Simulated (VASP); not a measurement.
Input of a VASP 6.6.1 run:

The input INCAR:

```
PREC = Accurate
ENCUT = 520
EDIFF = 1E-8
ISMEAR = -1
SIGMA = 0.02
LREAL = F
LASPH = T
NELM = 80
ALGO = Normal
ISIF = 2
LWAVE = F
LCHARG = F
GGA = PE
LEFG = T
NBANDS = 15
```

File KPOINTS:

```
regular mesh
0
Gamma
  8 8 8
```

The input POSCAR:

```
SrO
1.0
    0.0000000000      2.5612052870      2.5612052870
    2.5612052870      0.0000000000      2.5612052870
    2.5612052870      2.5612052870      0.0000000000
Sr O
1 1
Direct
    0.0000000000      0.0000000000      0.0000000000
    0.5000000000      0.5000000000      0.5000000000
```

Potentials or basis: VASP PAW PBE potentials, release 64 (Sr_sv, O).

Run with:

```bash
$ cat potpaw_PBE.64/Sr_sv/POTCAR potpaw_PBE.64/O/POTCAR > POTCAR
$ mpirun -np 1 vasp_std > vasp.out
```

Q: Predict the band gap on the k mesh.

A: 3.26 eV, indirect (least direct gap 3.34 eV).

Q: Predict the pressure.

A: 4.5 GPa.

Caveat: without QUAD_EFG the Cq values of the log hold for a quadrupole moment of 1 mb, not for the nuclei. A k mesh can miss the band edges.
